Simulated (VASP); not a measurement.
Set up this calculation in VASP 6.6.1, as the native input.

```
Task                   : single point
Functional             : r2SCAN
Potentials or basis    : VASP PAW PBE potentials, release 64 (Si, Ge_d)
Cutoff                 : 520 eV
k mesh                 : 6 × 6 × 6
Occupations            : gaussian, width 0.05 eV
Spin                   : no spin polarisation
Dipole correction      : no
Further INCAR settings : ALGO = Normal; EDIFF = 1e-06; NBANDS = 31
```

Si7Ge:

```
Si Ge
1.0
     5.46797    0.00000    0.00000
     0.00000    5.46797    0.00000
     0.00000    0.00000    5.46797
Si Ge
7 1
Direct
  0.24683 0.24683 0.26363
  0.00000 0.50000 0.50000
  0.50000 0.50000 0.00000
  0.50000 0.00000 0.50000
  0.75317 0.24683 0.73637
  0.75317 0.75317 0.26363
  0.24683 0.75317 0.73637
  0.00000 0.00000 0.00000
```

This cell differs from its parent crystal: atoms displaced along a vibrational mode.

These files were run (other wordings do the same):

POSCAR

```
Si7Ge
1.0
    5.4679684304      0.0000000000      0.0000000000
    0.0000000000      5.4679684304      0.0000000000
    0.0000000000      0.0000000000      5.4679684304
Si Ge
7 1
Direct
    0.2468311242      0.2468311242      0.2636300261
    0.0000000000      0.5000000000      0.5000000000
    0.5000000000      0.5000000000      0.0000000000
    0.5000000000      0.0000000000      0.5000000000
    0.7531688758      0.2468311242      0.7363699739
    0.7531688758      0.7531688758      0.2636300261
    0.2468311242      0.7531688758      0.7363699739
    0.0000000000      0.0000000000      0.0000000000
```

INCAR.step1

```
  ALGO = Normal
  EDIFF = 1E-4
  ENCUT = 520
  GGA = PE
  ISMEAR = 0
  LASPH = T
  LCHARG = F
  LREAL = F
  LWAVE = T
  NBANDS = 31
  NELM = 100
  PREC = Accurate
  SIGMA = 0.05
```

INCAR.step2

```
  ALGO = Normal
  EDIFF = 1E-6
  ENCUT = 520
  ISIF = 2
  ISMEAR = 0
  ISTART = 1
  LASPH = T
  LCHARG = T
  LELF = T
  LMIXTAU = T
  LREAL = F
  LVHAR = T
  LWAVE = F
  METAGGA = R2SCAN
  NBANDS = 31
  NELM = 100
  PREC = Accurate
  SIGMA = 0.05
```

KPOINTS

```
k-points
0
Gamma
  6 6 6
```

Potentials or basis: VASP PAW PBE potentials, release 64 (Si, Ge_d).

Launch:

```bash
$ cat potpaw_PBE.64/Si/POTCAR potpaw_PBE.64/Ge_d/POTCAR > POTCAR
$ cp INCAR.step1 INCAR
$ mpirun -np 1 vasp_std > vasp.out
$ cp INCAR.step2 INCAR
$ mpirun -np 1 vasp_std > vasp.out
```

It gave:

The pressure is 0.1 GPa, the largest force is 1.266 eV/Å and the band gap on the k mesh is 0.39 eV.

Caveat: the cell differs from its parent crystal (atoms displaced along a vibrational mode); the PAW data sets were made with another functional, which shifts forces and pressure a little.

Wall time 39 min on 1 thread of AMD EPYC 7571, with other jobs on the host, peak memory 0.35 GiB.
